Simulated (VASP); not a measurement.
# B (Fd-3m) in VASP: notebook

Aim: see how the results for B move with the level of theory and the settings. Levels: PBE, r2SCAN. Tasks: single point.

Program: VASP 6.6.1. These are calculated values, not measurements. Logs are shortened: lines on timing, memory, paths and dates and some standing lists are left out, and cuts for length are marked.

## Step 1: The cell of the first run

It takes space group Fd-3m (No. 227, cubic). Conventional cell: a = 3.921 Å, b = 3.921 Å, c = 3.921 Å, α = 90.00°, β = 90.00°, γ = 90.00°. B (site symmetry -43m) has 4 B at 1.70 Å within 2.3 Å.

## Step 2: Single point, PBE

INCAR

```
PREC = Accurate ; ENCUT = 520
EDIFF = 1E-6 ; ISMEAR = 1
SIGMA = 0.0203 ; LREAL = False
LASPH = True ; NELM = 100
ALGO = Normal ; ISIF = 2
LWAVE = False ; LCHARG = True
GGA = PE ; LELF = True
LVHAR = True ; NBANDS = 10
```

KPOINTS

```
Automatic mesh
0
Gamma
  8 8 8
```

POSCAR

```
B
1.0
    0.0000000000      1.9604330000      1.9604330000
    1.9604330000      0.0000000000      1.9604330000
    1.9604330000      1.9604330000      0.0000000000
B
2
Direct
    0.0000000000      0.0000000000      0.0000000000
    0.2500000000      0.2500000000      0.2500000000
```

Potentials or basis: VASP PAW PBE potentials, release 64 (B).

Launch:

```sh
$ cat potpaw_PBE.64/B/POTCAR > POTCAR
$ mpirun -np 1 vasp_std > vasp.out
```

OUTCAR:

```text
PREC = Accurate
   ENCUT = 520
   EDIFF = 1E-6
   ISMEAR = 1
   LREAL = False
   LASPH = True
   NELM = 100
   ISIF = 2
   GGA = PE

 ion  position               nearest neighbor table
   1  0.000  0.000  0.000-   2 1.70   2 1.70   2 1.70   2 1.70
   2  0.250  0.250  0.250-   1 1.70   1 1.70   1 1.70   1 1.70

  LATTYP: Found a face centered cubic cell.
 ALAT       =     3.9208660000

  Lattice vectors:

 A1 = (   0.0000000000,   1.9604330000,   1.9604330000)
 A2 = (   1.9604330000,   0.0000000000,   1.9604330000)
 A3 = (   1.9604330000,   1.9604330000,   0.0000000000)

Analysis of symmetry for initial positions (statically):
=====================================================================
 Subroutine PRICEL returns:
 Original cell was already a primitive cell.

 Routine SETGRP: Setting up the symmetry group for a
 face centered cubic supercell.

 Subroutine GETGRP returns: Found 48 space group operations
 (whereof 24 operations were pure point group operations)
 out of a pool of 48 trial point group operations.

The static configuration has the point symmetry T_d .
 The point group associated with its full space group is O_h .

Analysis of symmetry for dynamics (positions and initial velocities):
=====================================================================
 Subroutine PRICEL returns:
 Original cell was already a primitive cell.

 Routine SETGRP: Setting up the symmetry group for a
 face centered cubic supercell.

 Subroutine GETGRP returns: Found 48 space group operations
 (whereof 24 operations were pure point group operations)
 out of a pool of 48 trial point group operations.

The dynamic configuration has the point symmetry T_d .
 The point group associated with its full space group is O_h .

 Subroutine INISYM returns: Found 48 space group operations
 (whereof 24 operations are pure point group operations),
 and found     1 'primitive' translations

----------------------------------------------------------------------------------------

                                     Primitive cell

  volume of cell :      15.0691

  direct lattice vectors                    reciprocal lattice vectors
     0.000000000  1.960433000  1.960433000    -0.255045697  0.255045697  0.255045697
     1.960433000  0.000000000  1.960433000     0.255045697 -0.255045697  0.255045697
     1.960433000  1.960433000  0.000000000     0.255045697  0.255045697 -0.255045697

  length of vectors
     2.772470937  2.772470937  2.772470937     0.441752105  0.441752105  0.441752105

  position of ions in fractional coordinates (direct lattice)
[... 83 lines left out ...]
   IBRION =     -1    ionic relax: 0-MD 1-quasi-New 2-CG
   NFREE  =      0    steps in history (QN), initial steepest desc. (CG)
   ISIF   =      2    stress and relaxation
   ISYM   =      2    0-nonsym 1-usesym 2-fastsym
   POTIM  = 0.5000    time-step for ionic-motion
   TEBEG  =    0.0;   TEEND  =   0.0 temperature during run
   PSTRESS=    0.0 pullay stress
   NELECT =       6.0000    total number of electrons
   NUPDOWN=      -1.0000    fix difference up-down
   EMIN   =  10.00;   EMAX   =-10.00  energy-range for DOS
   EFERMI =   0.00;   METHOD = LEGACY
   ISMEAR =     1;   SIGMA  =   0.02  broadening in eV -4-tet -1-fermi 0-gaus
   EFERMI_NEDOS =   21; number of points for ismear=-14 and -15
   IALGO  =     38    algorithm
   IMIX   =      4    mixing-type and parameters
     AMIX     =   0.40;   BMIX     =  1.00
     AMIX_MAG =   1.60;   BMIX_MAG =  1.00
  volume/ion in A,a.u.               =       7.53        50.85
  Fermi-wavevector in a.u.,A,eV,Ry     =   1.204379  2.275947 19.735649  1.450529
  Thomas-Fermi vector in A             =   2.340106
   LORBIT       =      0    0 simple, 1 ext, 2 COOP (PROOUT), +10 PAW based schemes
   GGA     = PE    functional components
   LHFCALC =     F    Hartree Fock is set to
   AEXX    =    0.0000 exact exchange contribution
   IVDW    =     0    specifies the selected vdW correction
   LEPSILON=     F    determine dielectric tensor
   LRPA    =     F    only Hartree local field effects (RPA)
 non-spin polarized calculation
 Methfessel and Paxton  Order N= 1 SIGMA  =   0.02
  energy-cutoff  :      520.00
  volume of cell :       15.07
 maximum number of plane-waves:       416
 NGX is ok and might be reduce to    24
   NGX = 11   NGY = 11   NGZ = 11

 number of electron       6.0000000 magnetization

 Free energy of the ion-electron system (eV)
  ---------------------------------------------------
  ext. energy  EPLUGINS =         0.00000000
  ---------------------------------------------------
  free energy    TOTEN  =       -11.42228401 eV

  energy without entropy =      -11.42229199  energy(sigma->0) =      -11.42228667

 E-fermi :   4.4586     XC(G=0): -11.6004

 val. band max:        4.4443629071   @ k =   0.2500   0.1250   0.0000
 cond. band min:       4.5065249527   @ k =  -0.3750   0.2500   0.1250
 fundamental gap:      0.0621620457
 Fermi energy:         4.4586043448

 k-point     1 :       0.0000    0.0000    0.0000
  band No.  band energies     occupation
      1      -9.0680      2.00000
      2       8.9131      0.00000
      3       8.9131      0.00000
      4       8.9131      0.00000
      5      13.2333      0.00000
      6      13.2333      0.00000
      7      13.2333      0.00000
      8      23.1008      0.00000
      9      24.7137      0.00000
     10      28.6940      0.00000
[... 287 lines left out ...]
 k-point    24 :      -0.3750    0.2500    0.1250
  band No.  band energies     occupation
      1      -2.9390      2.00000
      2      -2.0941      2.00000
      3       3.4636      2.00000
      4       4.5065     -0.00422
      5      14.9291      0.00000
      6      16.9390      0.00000
      7      21.0413      0.00000
      8      21.8595      0.00000
      9      23.2680      0.00000
     10      29.8718      0.00000

 [... further k-points ...]
[... 5 lines left out ...]
  --------------------------------------------------------------------------------------
  -------------------------------------------------------------------------------------
  Total        1.9712456      1.9712456      1.9712456      0.0000000      0.0000000      0.0000000
  in kB      209.5874729    209.5874729    209.5874729      0.0000000      0.0000000      0.0000000
  external PRESSURE =     209.5874729 kB  Pullay stress =       0.0000000 kB

 VOLUME and BASIS-vectors are now :
 -----------------------------------------------------------------------------
  energy-cutoff  :      520.00
  volume of cell :       15.07
      direct lattice vectors                 reciprocal lattice vectors
     0.000000000  1.960433000  1.960433000    -0.255045697  0.255045697  0.255045697
     1.960433000  0.000000000  1.960433000     0.255045697 -0.255045697  0.255045697
     1.960433000  1.960433000  0.000000000     0.255045697  0.255045697 -0.255045697

 POSITION                                       TOTAL-FORCE (eV/Angst)
 -----------------------------------------------------------------------------------
      0.00000      0.00000      0.00000         0.000000     -0.000000      0.000000
      0.98022      0.98022      0.98022        -0.000000      0.000000     -0.000000
 -----------------------------------------------------------------------------------
    total drift:                               -0.000000     -0.000000      0.000000

  FREE ENERGIE OF THE ION-ELECTRON SYSTEM (eV)
  ---------------------------------------------------
  free  energy   TOTEN  =       -11.4222840078 eV

  energy  without entropy=      -11.4222919860  energy(sigma->0) =      -11.42228667
```

stdout:

```text
POSCAR found type information on POSCAR B
 POSCAR found :  1 types and       2 ions
 scaLAPACK will be used
 LDA part: xc-table for (Slater+PW92), standard interpolation
 POSCAR, INCAR and KPOINTS ok, starting setup
 FFT: planning ... GRIDC
 FFT: planning ... GRID_SOFT
 FFT: planning ... GRID
 WAVECAR not read
 entering main loop
```

Run time: 5.1 s. Hardware: 1 thread of Intel Xeon 6975P-C, shared host; peak memory 0.13 GiB.

What came out:

* Free energy: -11.4223 eV
* Pressure: 21.0 GPa
* Band gap on the k mesh: zero (band 3 reaches 8.91 eV, above the bottom of band 4 at 1.01 eV)

## Step 3: Single point, r2SCAN

POSCAR is that of step 2.

INCAR.step1

```
ALGO     = Normal         # electronic algorithm
EDIFF    = 1E-4           # SCF threshold, eV
ENCUT    = 520            # plane-wave cutoff, eV
GGA      = PE             # functional
ISMEAR   = 1              # smearing method
LASPH    = T              # aspherical terms in the spheres
LCHARG   = F              # write CHGCAR
LREAL    = F              # projectors in reciprocal space
LWAVE    = T              # write WAVECAR
NBANDS   = 10             # bands
NELM     = 60             # most SCF steps
PREC     = Accurate       # precision mode
SIGMA    = 0.0203         # smearing width, eV
```

INCAR.step2

```
ALGO     = Normal         # electronic algorithm
EDIFF    = 1E-6           # SCF threshold, eV
ENCUT    = 520            # plane-wave cutoff, eV
ISIF     = 2              # what is computed and relaxed
ISMEAR   = 1              # smearing method
ISTART   = 1            
LASPH    = T              # aspherical terms in the spheres
LCHARG   = T              # write CHGCAR
LELF     = T              # ELF
LMIXTAU  = T            
LREAL    = F              # projectors in reciprocal space
LVHAR    = T            
LWAVE    = F              # write WAVECAR
METAGGA  = R2SCAN         # meta-GGA
NBANDS   = 10             # bands
NELM     = 60             # most SCF steps
PREC     = Accurate       # precision mode
SIGMA    = 0.0203         # smearing width, eV
```

KPOINTS

```
k-points
0
Gamma
  8 8 8
```

Potentials or basis: VASP PAW PBE potentials, release 64 (B).

Launch:

```sh
$ cat potpaw_PBE.64/B/POTCAR > POTCAR
$ cp INCAR.step1 INCAR
$ mpirun -np 1 vasp_std > vasp.out
$ cp INCAR.step2 INCAR
$ mpirun -np 1 vasp_std > vasp.out
```

OUTCAR:

```text
EDIFF = 1E-6
   ENCUT = 520
   ISIF = 2
   ISMEAR = 1
   ISTART = 1
   LASPH = T
   LREAL = F
   METAGGA = R2SCAN
   NELM = 60
   PREC = Accurate

 ion  position               nearest neighbor table
   1  0.000  0.000  0.000-   2 1.70   2 1.70   2 1.70   2 1.70
   2  0.250  0.250  0.250-   1 1.70   1 1.70   1 1.70   1 1.70

  LATTYP: Found a face centered cubic cell.
 ALAT       =     3.9208660000

  Lattice vectors:

 A1 = (   0.0000000000,   1.9604330000,   1.9604330000)
 A2 = (   1.9604330000,   0.0000000000,   1.9604330000)
 A3 = (   1.9604330000,   1.9604330000,   0.0000000000)

Analysis of symmetry for initial positions (statically):
=====================================================================
 Subroutine PRICEL returns:
 Original cell was already a primitive cell.

 Routine SETGRP: Setting up the symmetry group for a
 face centered cubic supercell.

 Subroutine GETGRP returns: Found 48 space group operations
 (whereof 24 operations were pure point group operations)
 out of a pool of 48 trial point group operations.

The static configuration has the point symmetry T_d .
 The point group associated with its full space group is O_h .

Analysis of symmetry for dynamics (positions and initial velocities):
=====================================================================
 Subroutine PRICEL returns:
 Original cell was already a primitive cell.

 Routine SETGRP: Setting up the symmetry group for a
 face centered cubic supercell.

 Subroutine GETGRP returns: Found 48 space group operations
 (whereof 24 operations were pure point group operations)
 out of a pool of 48 trial point group operations.

The dynamic configuration has the point symmetry T_d .
 The point group associated with its full space group is O_h .

 Subroutine INISYM returns: Found 48 space group operations
 (whereof 24 operations are pure point group operations),
 and found     1 'primitive' translations

----------------------------------------------------------------------------------------
[... 115 lines left out ...]
  Fermi-wavevector in a.u.,A,eV,Ry     =   1.204379  2.275947 19.735649  1.450529
  Thomas-Fermi vector in A             =   2.340106
   LORBIT       =      0    0 simple, 1 ext, 2 COOP (PROOUT), +10 PAW based schemes
   METAGGA = R2SCAN    functional components
   LHFCALC =     F    Hartree Fock is set to
   AEXX    =    0.0000 exact exchange contribution
   IVDW    =     0    specifies the selected vdW correction
   LEPSILON=     F    determine dielectric tensor
   LRPA    =     F    only Hartree local field effects (RPA)
 non-spin polarized calculation
 Methfessel and Paxton  Order N= 1 SIGMA  =   0.02
  energy-cutoff  :      520.00
  volume of cell :       15.07
 maximum number of plane-waves:       416
 NGX is ok and might be reduce to    24
   NGX = 11   NGY = 11   NGZ = 11

 number of electron       6.0000000 magnetization

 Free energy of the ion-electron system (eV)
  ---------------------------------------------------
  ext. energy  EPLUGINS =         0.00000000
  ---------------------------------------------------
  free energy    TOTEN  =       -12.59898519 eV

  energy without entropy =      -12.59899741  energy(sigma->0) =      -12.59898926

 E-fermi :   4.4070     XC(G=0): -12.3153

 val. band max:        4.3931342500   @ k =   0.2500   0.1250   0.0000
 cond. band min:       4.4918574109   @ k =  -0.3750   0.2500   0.1250
 fundamental gap:      0.0987231609
 Fermi energy:         4.4069746894

 k-point     1 :       0.0000    0.0000    0.0000
  band No.  band energies     occupation
      1      -9.9863      2.00000
      2       9.2160      0.00000
      3       9.2160      0.00000
      4       9.2160      0.00000
      5      13.6649      0.00000
      6      13.6649      0.00000
      7      13.6649      0.00000
      8      24.1571      0.00000
      9      26.1597      0.00000
     10      29.5597      0.00000
[... 287 lines left out ...]
 k-point    24 :      -0.3750    0.2500    0.1250
  band No.  band energies     occupation
      1      -3.5722      2.00000
      2      -2.4942      2.00000
      3       3.3408      2.00000
      4       4.4919     -0.00000
      5      15.5551      0.00000
      6      17.5988      0.00000
      7      22.0186      0.00000
      8      22.9763      0.00000
      9      24.4094      0.00000
     10      31.4854      0.00000

 [... further k-points ...]
[... 5 lines left out ...]
  --------------------------------------------------------------------------------------
  -------------------------------------------------------------------------------------
  Total        2.0325697      2.0325697      2.0325697      0.0000000      0.0000000      0.0000000
  in kB      216.1075950    216.1075950    216.1075950      0.0000000      0.0000000      0.0000000
  external PRESSURE =     216.1075950 kB  Pullay stress =       0.0000000 kB

 VOLUME and BASIS-vectors are now :
 -----------------------------------------------------------------------------
  energy-cutoff  :      520.00
  volume of cell :       15.07
      direct lattice vectors                 reciprocal lattice vectors
     0.000000000  1.960433000  1.960433000    -0.255045697  0.255045697  0.255045697
     1.960433000  0.000000000  1.960433000     0.255045697 -0.255045697  0.255045697
     1.960433000  1.960433000  0.000000000     0.255045697  0.255045697 -0.255045697

 POSITION                                       TOTAL-FORCE (eV/Angst)
 -----------------------------------------------------------------------------------
      0.00000      0.00000      0.00000        -0.000000      0.000000      0.000000
      0.98022      0.98022      0.98022         0.000000     -0.000000     -0.000000
 -----------------------------------------------------------------------------------
    total drift:                               -0.000000      0.000000      0.000000

  FREE ENERGIE OF THE ION-ELECTRON SYSTEM (eV)
  ---------------------------------------------------
  free  energy   TOTEN  =       -12.5989851926 eV

  energy  without entropy=      -12.5989974080  energy(sigma->0) =      -12.59898926
```

OSZICAR.step1:

```text
N       E                     dE             d eps       ncg     rms          rms(c)
DAV:   1     0.613461415416E+00    0.61346E+00   -0.32367E+03   580   0.562E+02
DAV:   2    -0.114715394014E+02   -0.12085E+02   -0.11402E+02   766   0.891E+01
DAV:   3    -0.116847435528E+02   -0.21320E+00   -0.21190E+00   680   0.928E+00
DAV:   4    -0.116848801516E+02   -0.13660E-03   -0.13659E-03   680   0.270E-01
DAV:   5    -0.116848801994E+02   -0.47806E-07   -0.48252E-07   652   0.508E-03    0.332E+00
DAV:   6    -0.114956274828E+02    0.18925E+00   -0.85158E-02   624   0.180E+00    0.199E+00
DAV:   7    -0.114217289555E+02    0.73899E-01   -0.11808E-01   664   0.211E+00    0.288E-01
DAV:   8    -0.114222723001E+02   -0.54334E-03   -0.21251E-03   628   0.368E-01    0.310E-02
DAV:   9    -0.114222798311E+02   -0.75310E-05   -0.41435E-05   514   0.440E-02
   1 F= -.11422280E+02 E0= -.11422282E+02  d E =0.795711E-05
```

It used 12 s of CPU time on 1 thread of Intel Xeon 6975P-C, with other jobs on the host.

Results:

```
Free energy            : -12.5990 eV
Pressure               : 21.6 GPa
Band gap on the k mesh : zero (band 3 reaches 9.22 eV, above the bottom of band 4 at 0.83 eV)
```

Caveat: the PAW data sets were made with another functional, which shifts forces and pressure a little.

## Step 4: Single point, r2SCAN

POSCAR is that of step 3.

INCAR.step1

```
SYSTEM = B
PREC     = Accurate       ! precision mode
ENCUT    = 520            ! plane-wave cutoff, eV
ISMEAR   = 1              ! smearing method
SIGMA    = 0.0203         ! smearing width, eV
LREAL    = .False.        ! projectors in reciprocal space
LASPH    = .True.         ! aspherical terms in the spheres
NELM     = 80             ! most SCF steps
NBANDS   = 10             ! bands
GGA      = PE             ! functional
ALGO     = Normal         ! electronic algorithm
EDIFF    = 1E-4           ! SCF threshold, eV
LWAVE    = .True.         ! write WAVECAR
LCHARG   = .False.        ! write CHGCAR
```

INCAR.step2

```
SYSTEM = B
PREC     = Accurate       ! precision mode
ENCUT    = 520            ! plane-wave cutoff, eV
EDIFF    = 1E-7           ! SCF threshold, eV
ISMEAR   = 1              ! smearing method
SIGMA    = 0.0203         ! smearing width, eV
LREAL    = .False.        ! projectors in reciprocal space
LASPH    = .True.         ! aspherical terms in the spheres
NELM     = 80             ! most SCF steps
ALGO     = Normal         ! electronic algorithm
ISIF     = 2              ! what is computed and relaxed
LWAVE    = .False.        ! write WAVECAR
LCHARG   = .False.        ! write CHGCAR
METAGGA  = R2SCAN         ! meta-GGA
LMIXTAU  = .True.       
NBANDS   = 10             ! bands
ISTART   = 1
```

KPOINTS

```
regular mesh
0
Gamma
  8 8 8
  0 0 0
```

Launch:

```sh
$ cat potpaw_PBE.64/B/POTCAR > POTCAR
$ cp INCAR.step1 INCAR
$ mpirun -np 1 vasp_std > vasp.out
$ cp INCAR.step2 INCAR
$ mpirun -np 1 vasp_std > vasp.out
```

It used 15 s of CPU time on 1 thread of Intel Xeon 6975P-C, with other jobs on the host.

Results (log left out):

```
Free energy            : -12.5990 eV
Pressure               : 21.6 GPa
Band gap on the k mesh : zero (band 3 reaches 9.22 eV, above the bottom of band 4 at 0.83 eV)
```

Levels at points of the mesh, in eV from the Fermi level:
```csv
k point,band 1,band 2,band 3,band 4,band 5,band 6,band 7
"(0.00, 0.00, 0.00)",-14.39,4.81,4.81,4.81,9.26,9.26,9.26
"(0.50, 0.00, 0.00)",-8.85,-7.90,2.08,2.08,11.49,11.49,14.05
"(0.50, 0.50, 0.00)",-6.57,-6.57,-1.42,-1.42,8.20,8.20,21.26
```

Caveat: the PAW data sets were made with another functional, which shifts forces and pressure a little.

[end of part 1 of 2]
